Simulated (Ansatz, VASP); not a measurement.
## In6O in VASP and in Ansatz

Contents of INCAR:

```
SYSTEM = In6O
  PREC = Accurate
  ENCUT = 600
  EDIFF = 1E-6
  ISMEAR = 0
  SIGMA = 0.2
  LREAL = .FALSE.
  LASPH = .TRUE.
  NELM = 60
  ALGO = Normal
  ISIF = 3
  LWAVE = .FALSE.
  LCHARG = .FALSE.
  GGA = PE
  IBRION = 2
  NSW = 36
  EDIFFG = -0.08
```

The input KPOINTS:

```
Automatic mesh
0
G
  3 3 4
  0 0 0
```

File POSCAR:

```
In6O
1.0
    6.7010378300      0.0000000000      0.0000000000
   -3.3505189200      5.8032690000      0.0000000000
    0.0000000000      0.0000000000      4.3929545100
In O
6 1
Direct
    0.3037152500      0.0000000000      0.8171795500
    0.0000000000      0.3037152500      0.8171795500
    0.6962847500      0.6962847500      0.8171795500
    0.0000000000      0.6962847500      0.1828204500
    0.6962847500      0.0000000000      0.1828204500
    0.3037152500      0.3037152500      0.1828204500
    0.0000000000      0.0000000000      0.5000000000
```

Input for Ansatz:

```yaml
crystal:
  lattice:
    - [6.70103783, 0.0, 0.0]
    - [-3.35051892, 5.803269, 0.0]
    - [0.0, 0.0, 4.39295451]
  atoms:
    - { symbol: In, position: [0.30371525, 0.0, 0.81717955] }
    - { symbol: In, position: [0.0, 0.30371525, 0.81717955] }
    - { symbol: In, position: [0.69628475, 0.69628475, 0.81717955] }
    - { symbol: In, position: [0.0, 0.69628475, 0.18282045] }
    - { symbol: In, position: [0.69628475, 0.0, 0.18282045] }
    - { symbol: In, position: [0.30371525, 0.30371525, 0.18282045] }
    - { symbol: O, position: [0.0, 0.0, 0.5] }
basis:
  ecutwfc: 420
kpoints:
  mp_grid: { grid: [3, 3, 4] }
hamiltonian:
  xc: pbe
scf:
  occupations: { method: gaussian, width: 0.2 }
  lower_state_search: "off"
output:
  forces: true
  stress: true
  eigenvalues: true
relax:
  adjacent_minimum: "off"
  f_tol: 0.08
  max_steps: 16
  cell: { stress_tol: 0.8 }
```

Alike in both runs: task relaxation of cell and atoms; functional PBE; k mesh 3 × 3 × 4; occupations gaussian, width 0.2 eV; no spin polarisation.

|  | VASP | Ansatz |
| --- | --- | --- |
| version | VASP 6.6.1 | Ansatz 0.2.0 |
| potentials or method | VASP PAW PBE potentials, release 64 (In_d, O), cutoff 600 eV | scalar-relativistic, plane waves, PAW |
| valence electrons in the cell | 84 | 84 |

VASP gave:

| Item | Value |
| --- | --- |
| gap on the k mesh at the Fermi level, each at its own relaxed structure (eV) | none |
| relaxed volume (Å³/atom) | 25.10 |
| relaxed cell length with the largest relative difference (Å) | 6.270 |

Problem. What did Ansatz give for the same quantities?

Solution. gap on the k mesh at the Fermi level, each at its own relaxed structure (eV): none; relaxed volume (Å³/atom): 24.81; relaxed cell length with the largest relative difference (Å): 6.240.

A gap of «none» marks a metal or a gap that the smearing closes.

The k mesh is coarse, so the values compare programs but aren't converged.
